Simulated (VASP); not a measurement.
# InAs (rocksalt type) (Fm-3m) in VASP: further runs

The runs below take InAs (rocksalt type) through single point, relaxation of cell and atoms, with PBE.

All numbers are computed with VASP 6.6.1; they aren't measurements. Logs are shortened: lines on timing, memory, paths and dates and some standing lists are left out, and cuts for length are marked.

## 1. The cell of the first run

The structure is cubic, space group Fm-3m (No. 225). Conventional cell: a = 5.109 Å, b = 5.109 Å, c = 5.109 Å, α = 90.00°, β = 90.00°, γ = 90.00°. In (site symmetry m-3m) has 6 As at 2.55 Å within 3.4 Å. Within 3.4 Å of As (site symmetry m-3m) lie 6 In at 2.55 Å.

## 2. Single point, PBE

Contents of INCAR:

```
PREC     = Accurate       # precision mode
ENCUT    = 520            # plane-wave cutoff, eV
EDIFF    = 1E-7           # SCF threshold, eV
ISMEAR   = -1             # smearing method
SIGMA    = 0.08           # smearing width, eV
LREAL    = False          # projectors in reciprocal space
LASPH    = True           # aspherical terms in the spheres
NELM     = 100            # most SCF steps
ALGO     = Normal         # electronic algorithm
ISIF     = 2              # what is computed and relaxed
LWAVE    = False          # write WAVECAR
LCHARG   = True           # write CHGCAR
GGA      = PE             # functional
LELF     = True           # ELF
LVHAR    = True         
NBANDS   = 16             # bands
```

Contents of KPOINTS:

```
regular mesh
0
Gamma
  14 14 14
```

Contents of POSCAR:

```
InAs
1.0
    0.0000000000      2.5545009846      2.5545009846
    2.5545009846      0.0000000000      2.5545009846
    2.5545009846      2.5545009846      0.0000000000
In As
1 1
Direct
    0.0000000000      0.0000000000      0.0000000000
    0.5000000000      0.5000000000      0.5000000000
```

Potentials or basis: VASP PAW PBE potentials, release 64 (In_d, As).

Launch:

```console
cat potpaw_PBE.64/In_d/POTCAR potpaw_PBE.64/As/POTCAR > POTCAR
mpirun -np 1 vasp_std > vasp.out
```

OUTCAR:

```text
PREC = Accurate
   ENCUT = 520
   EDIFF = 1E-7
   ISMEAR = -1
   LREAL = False
   LASPH = True
   NELM = 100
   ISIF = 2
   GGA = PE

 ion  position               nearest neighbor table
   1  0.000  0.000  0.000-   2 2.55   2 2.55   2 2.55   2 2.55   2 2.55   2 2.55
   2  0.500  0.500  0.500-   1 2.55   1 2.55   1 2.55   1 2.55   1 2.55   1 2.55

  LATTYP: Found a face centered cubic cell.
 ALAT       =     5.1090019692

  Lattice vectors:

 A1 = (   0.0000000000,   2.5545009846,   2.5545009846)
 A2 = (   2.5545009846,   0.0000000000,   2.5545009846)
 A3 = (   2.5545009846,   2.5545009846,   0.0000000000)

Analysis of symmetry for initial positions (statically):
=====================================================================
 Subroutine PRICEL returns:
 Original cell was already a primitive cell.

 Routine SETGRP: Setting up the symmetry group for a
 face centered cubic supercell.

 Subroutine GETGRP returns: Found 48 space group operations
 (whereof 48 operations were pure point group operations)
 out of a pool of 48 trial point group operations.

The static configuration has the point symmetry O_h .

Analysis of symmetry for dynamics (positions and initial velocities):
=====================================================================
 Subroutine PRICEL returns:
 Original cell was already a primitive cell.

 Routine SETGRP: Setting up the symmetry group for a
 face centered cubic supercell.

 Subroutine GETGRP returns: Found 48 space group operations
 (whereof 48 operations were pure point group operations)
 out of a pool of 48 trial point group operations.

The dynamic configuration has the point symmetry O_h .

 Subroutine INISYM returns: Found 48 space group operations
 (whereof 48 operations are pure point group operations),
 and found     1 'primitive' translations

----------------------------------------------------------------------------------------

                                     Primitive cell

  volume of cell :      33.3387

  direct lattice vectors                    reciprocal lattice vectors
     0.000000000  2.554500985  2.554500985    -0.195732945  0.195732945  0.195732945
     2.554500985  0.000000000  2.554500985     0.195732945 -0.195732945  0.195732945
     2.554500985  2.554500985  0.000000000     0.195732945  0.195732945 -0.195732945

  length of vectors
     3.612609938  3.612609938  3.612609938     0.339019405  0.339019405  0.339019405

  position of ions in fractional coordinates (direct lattice)
[... 72 lines left out ...]
   ICHARG =      2    charge: 1-file 2-atom 10-const
   ISPIN  =      1    spin polarized calculation?
   LNONCOLLINEAR =      F non collinear calculations
   LSORBIT =      F    spin-orbit coupling
   LASPH  =      T    aspherical Exc in radial PAW
   ENCUT  =  520.0 eV  38.22 Ry    6.18 a.u.   6.72  6.72  6.72*2*pi/ulx,y,z
   NELM   =    100;   NELMIN=  2; NELMDL= -5     # of ELM steps
   EDIFF  = 0.1E-06   stopping-criterion for ELM
   LREAL  =      F    real-space projection
   EDIFFG = 0.1E-05   stopping-criterion for IOM
   NSW    =      0    number of steps for IOM
   IBRION =     -1    ionic relax: 0-MD 1-quasi-New 2-CG
   NFREE  =      0    steps in history (QN), initial steepest desc. (CG)
   ISIF   =      2    stress and relaxation
   ISYM   =      2    0-nonsym 1-usesym 2-fastsym
   POTIM  = 0.5000    time-step for ionic-motion
   TEBEG  =    0.0;   TEEND  =   0.0 temperature during run
   PSTRESS=    0.0 pullay stress
   NELECT =      18.0000    total number of electrons
   NUPDOWN=      -1.0000    fix difference up-down
   EMIN   =  10.00;   EMAX   =-10.00  energy-range for DOS
   EFERMI =   0.00;   METHOD = LEGACY
   ISMEAR =    -1;   SIGMA  =   0.08  broadening in eV -4-tet -1-fermi 0-gaus
   EFERMI_NEDOS =   21; number of points for ismear=-14 and -15
   IALGO  =     38    algorithm
   IMIX   =      4    mixing-type and parameters
     AMIX     =   0.40;   BMIX     =  1.00
     AMIX_MAG =   1.60;   BMIX_MAG =  1.00
  volume/ion in A,a.u.               =      16.67       112.49
  Fermi-wavevector in a.u.,A,eV,Ry     =   1.333060  2.519118 24.178207  1.777048
  Thomas-Fermi vector in A             =   2.461947
   LORBIT       =      0    0 simple, 1 ext, 2 COOP (PROOUT), +10 PAW based schemes
   GGA     = PE    functional components
   LHFCALC =     F    Hartree Fock is set to
   AEXX    =    0.0000 exact exchange contribution
   IVDW    =     0    specifies the selected vdW correction
   LEPSILON=     F    determine dielectric tensor
   LRPA    =     F    only Hartree local field effects (RPA)
 non-spin polarized calculation
  energy-cutoff  :      520.00
  volume of cell :       33.34
 maximum number of plane-waves:       934
   NGX = 13   NGY = 13   NGZ = 13

 number of electron      18.0000001 magnetization

 Free energy of the ion-electron system (eV)
  ---------------------------------------------------
  ext. energy  EPLUGINS =         0.00000000
  ---------------------------------------------------
  free energy    TOTEN  =        -5.70353149 eV

  energy without entropy =       -5.68721645  energy(sigma->0) =       -5.69537397

 E-fermi :  10.7034     XC(G=0): -11.8201

 val. band max:       10.6781545431   @ k =   0.3571   0.1429   0.0714
 cond. band min:      10.7209692830   @ k =   0.2857   0.2857   0.0000
 fundamental gap:      0.0428147399
 Fermi energy:        10.7033787733

 k-point     1 :       0.0000    0.0000    0.0000
  band No.  band energies     occupation
      1      -4.4726      2.00000
      2      -4.4177      2.00000
      3      -4.4177      2.00000
      4      -4.3841      2.00000
      5      -4.3841      2.00000
      6      -4.3841      2.00000
[... 433 lines left out ...]
      3      -4.4253      2.00000
      4      -4.3167      2.00000
      5      -4.2702      2.00000
      6      -3.0931      2.00000
[... 8 lines left out ...]
     15      21.7662      0.00000
     16      22.1758      0.00000

 [... further k-points ...]
[... 5 lines left out ...]
  --------------------------------------------------------------------------------------
  -------------------------------------------------------------------------------------
  Total       10.7182286     10.7182286     10.7182286      0.0000000      0.0000000     -0.0000000
  in kB      515.0926793    515.0926793    515.0926793      0.0000000      0.0000000     -0.0000000
  external PRESSURE =     515.0926793 kB  Pullay stress =       0.0000000 kB

 VOLUME and BASIS-vectors are now :
 -----------------------------------------------------------------------------
  energy-cutoff  :      520.00
  volume of cell :       33.34
      direct lattice vectors                 reciprocal lattice vectors
     0.000000000  2.554500985  2.554500985    -0.195732945  0.195732945  0.195732945
     2.554500985  0.000000000  2.554500985     0.195732945 -0.195732945  0.195732945
     2.554500985  2.554500985  0.000000000     0.195732945  0.195732945 -0.195732945

 POSITION                                       TOTAL-FORCE (eV/Angst)
 -----------------------------------------------------------------------------------
      0.00000      0.00000      0.00000         0.000000     -0.000000      0.000000
      2.55450      2.55450      2.55450        -0.000000      0.000000     -0.000000
 -----------------------------------------------------------------------------------
    total drift:                               -0.000000      0.000000      0.000000

  FREE ENERGIE OF THE ION-ELECTRON SYSTEM (eV)
  ---------------------------------------------------
  free  energy   TOTEN  =        -5.7035314942 eV

  energy  without entropy=       -5.6872164472  energy(sigma->0) =       -5.69537397
```

stdout:

```text
POSCAR found type information on POSCAR InAs
 POSCAR found :  2 types and       2 ions
 scaLAPACK will be used
 LDA part: xc-table for (Slater+PW92), standard interpolation
 POSCAR, INCAR and KPOINTS ok, starting setup
 FFT: planning ... GRIDC
 FFT: planning ... GRID_SOFT
 FFT: planning ... GRID
 WAVECAR not read
 entering main loop
```

It took 64 s on 1 thread of Intel Xeon Platinum 8375C at 2.90GHz (Ice Lake), shared host; peak memory 0.2 GiB.

Results:

```yaml
Free_energy: -5.7035 eV
Pressure: 51.5 GPa
Band_gap_on_the_k_mesh: zero (band 9 reaches 11.27 eV, above the bottom of band 10 at 8.17 eV)
```

Levels at points of the mesh, in eV from the Fermi level:
```
           k point  band 5  band 6  band 7  band 8  band 9  band 10  band 11  band 12  band 13  band 14
(0.00, 0.00, 0.00)  -15.09  -15.09   -0.50   -0.50   -0.50     2.48     7.50     7.50     7.50     8.21
(0.50, 0.00, 0.00)  -14.91  -12.22   -8.72    0.35    0.35     2.34     3.28     3.28     6.89    13.02
(0.50, 0.50, 0.00)  -14.84   -9.91   -7.28   -3.63   -3.63    -2.53     3.19    12.35    12.35    13.16
```

Caveat: spin-orbit coupling is left out, which moves the levels of the heavy elements.

## 3. Relaxation of cell and atoms, PBE, target pressure 51 GPa, at which the enthalpy is minimised

Contents of INCAR:

```
PREC = Accurate
ENCUT = 600
EDIFF = 1E-6
ISMEAR = -1
SIGMA = 0.08
LREAL = False
LASPH = True
NELM = 100
ALGO = Normal
ISIF = 3
LWAVE = False
LCHARG = False
GGA = PE
IBRION = 2
NSW = 32
EDIFFG = -0.005
PSTRESS = 510.0
```

KPOINTS is that of step 2.

POSCAR is that of step 2.

Potentials or basis: VASP PAW PBE potentials, release 64 (In_d, As).

Launch:

```console
cat potpaw_PBE.64/In_d/POTCAR potpaw_PBE.64/As/POTCAR > POTCAR
mpirun -np 1 vasp_std > vasp.out
```

Wall time 2.2 min (1 thread of Intel Xeon Platinum 8375C at 2.90GHz (Ice Lake), shared host); peak memory 0.22 GiB.

Results (log left out):

```
Free energy                                            : -5.7252 eV
Relaxed volume                                         : 16.70 Å³/atom
Relaxed cell                                           : a = 3.615 Å, b = 3.615 Å, c = 3.615 Å, α = 60.00°, β = 60.00°, γ = 60.00°
Space group after relaxing (to 0.05 Å)                 : Fm-3m (No. 225)
Energy change on relaxing (the enthalpy is what falls) : -10.8 meV/atom
Ionic steps                                            : 3
Pressure after relaxing                                : 51.0 GPa
Band gap on the k mesh                                 : zero (band 9 reaches 11.24 eV, above the bottom of band 10 at 8.13 eV)
```

Step by step:
```
step  energy change (eV)  largest force (eV/Å)  pressure (GPa)  volume (Å³)
   1              0.0000                0.0000           51.55        33.34
   2             -0.0867                0.0000           49.42        33.61
   3             -0.0216                0.0000           51.03        33.41
```

Final structure:
```
CELL_PARAMETERS angstrom
0.00000 2.55622 2.55622
2.55622 0.00000 2.55622
2.55622 2.55622 0.00000
ATOMIC_POSITIONS crystal
In 0.00000 0.00000 0.00000
As 0.50000 0.50000 0.50000
```

Levels at points of the mesh, in eV from the Fermi level:
```tsv
k point	band 7	band 8	band 9	band 10	band 11	band 12
(0.00, 0.00, 0.00)	-0.50	-0.50	-0.50	2.46	7.50	7.50
(0.50, 0.00, 0.00)	-8.70	0.35	0.35	2.34	3.28	3.28
(0.50, 0.50, 0.00)	-7.26	-3.62	-3.62	-2.54	3.19	12.33
```

Caveat: the cell is relaxed towards a set pressure, so the enthalpy falls and the energy may rise; spin-orbit coupling is left out, which moves the levels of the heavy elements.
